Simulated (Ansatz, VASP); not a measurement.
# Mg: VASP beside Ansatz

```
CELL_PARAMETERS angstrom
-1.96749 1.96749 1.52343
1.96749 -1.96749 1.52343
1.96749 1.96749 -1.52343
ATOMIC_POSITIONS crystal
Mg 0.00000 0.00000 0.00000
```

Alike in both runs: task single point; functional PBE; k mesh 20 × 20 × 20; occupations gaussian, width 0.15 eV; no spin polarisation.

```csv
,VASP,Ansatz
version,VASP 6.6.1,Ansatz 0.2.0
potentials or method,"VASP PAW PBE potentials, release 64 (Mg), cutoff 520 eV","scalar-relativistic, plane waves, PAW"
valence electrons in the cell,2,10
```

Ansatz gave:

* gap on the k mesh at the Fermi level (eV): none
* pressure (GPa): 0.2
* traceless stress, the component that is largest in VASP (GPa): 3.27

Problem. Estimate VASP's values.

Solution. gap on the k mesh at the Fermi level (eV): none; pressure (GPa): 0.1; traceless stress, the component that is largest in VASP (GPa): 3.26.

A gap of «none» marks a metal or a gap that the smearing closes. The functional is the same, so the differences come from potentials, cutoffs and numerics. VASP's potentials hold 2 valence electrons a cell and Ansatz's 10, so a difference there can come from the potentials and not from the codes.
